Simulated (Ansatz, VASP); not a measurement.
# Al3Cu: VASP beside Ansatz

```xyz
4
Lattice="3.6006 0.0000 0.0000 0.0000 3.6006 0.0000 0.0000 0.0000 4.0651" Properties=species:S:1:pos:R:3 pbc="T T T"
Al    0.0000    1.8003    2.0325
Al    1.8003    0.0000    2.0325
Al    1.8003    1.8003    0.0000
Cu    0.0000    0.0000    0.0000
```

Alike in both runs: task single point; functional LDA; k mesh 12 × 12 × 12; occupations gaussian, width 0.15 eV; no spin polarisation.

|  | VASP | Ansatz |
| --- | --- | --- |
| version | VASP 6.6.1 | Ansatz 0.2.0 |
| potentials or method | VASP PAW LDA potentials, release 64 (Al, Cu), cutoff 520 eV | scalar-relativistic, plane waves, PAW |
| valence electrons in the cell | 20 | 28 |

VASP gave:

```
gap on the k mesh at the Fermi level (eV)                     : none
pressure (GPa)                                                : 12.1
traceless stress, the component that is largest in VASP (GPa) : -10.20
```

Task: Estimate Ansatz's values.

Result: gap on the k mesh at the Fermi level (eV): none; pressure (GPa): 11.6; traceless stress, the component that is largest in VASP (GPa): -10.18.

Ansatz warns that its potentials were made for another functional, while VASP's fit it. LDA's correlation is that of Perdew and Zunger in VASP and of Perdew and Wang (1992) in Ansatz. A gap of «none» marks a metal or a gap that the smearing closes. VASP's potentials hold 20 valence electrons a cell and Ansatz's 28, so a difference there can come from the potentials and not from the codes.
